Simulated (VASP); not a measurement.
Write the native input for VASP 6.6.1 that does the following.

| Property | Result |
| --- | --- |
| Task | single point |
| Functional | RPBE |
| Potentials or basis | VASP PAW PBE potentials, release 64 (Cr_pv) |
| Cutoff | 520 eV |
| k mesh | 25 × 25 × 25 |
| Occupations | fermi-dirac, width 0.1 eV |
| Spin | no spin polarisation |
| Dipole correction | no |
| Further INCAR settings | ALGO = Normal; EDIFF = 1e-07; NBANDS = 12 |

The structure of Cr lies in POSCAR:

```
Cr
1.0
   -1.4530257883      1.4530257883      1.4530257883
    1.4530257883     -1.4530257883      1.4530257883
    1.4530257883      1.4530257883     -1.4530257883
Cr
1
Direct
    0.0000000000      0.0000000000      0.0000000000
```

This cell differs from its parent crystal: volume scaled by 1.04.

These files were run (other wordings do the same):

INCAR

```
  PREC = Accurate
  ENCUT = 520
  EDIFF = 1E-7
  ISMEAR = -1
  SIGMA = 0.1
  LREAL = F
  LASPH = T
  NELM = 80
  ALGO = Normal
  ISIF = 2
  LWAVE = F
  LCHARG = F
  GGA = RP
  NBANDS = 12
```

KPOINTS

```
Automatic mesh
0
Gamma
  25 25 25
```

Potentials or basis: VASP PAW PBE potentials, release 64 (Cr_pv).

Run with:

```sh
$ cat potpaw_PBE.64/Cr_pv/POTCAR > POTCAR
$ mpirun -np 1 vasp_std > vasp.out
```

It gave:

- Pressure: -9.1 GPa
- Band gap on the k mesh: zero (band 6 reaches 12.44 eV, above the bottom of band 7 at 9.41 eV)

Caveat: the PAW data sets were made with another functional, which shifts forces and pressure a little; the run has no spin polarisation, though such a crystal can be magnetic.

Run time: 28 s on 1 thread of Intel(R) Xeon(R) 6975P-C (Granite Rapids), with other jobs on the host, peak memory 0.17 GiB.
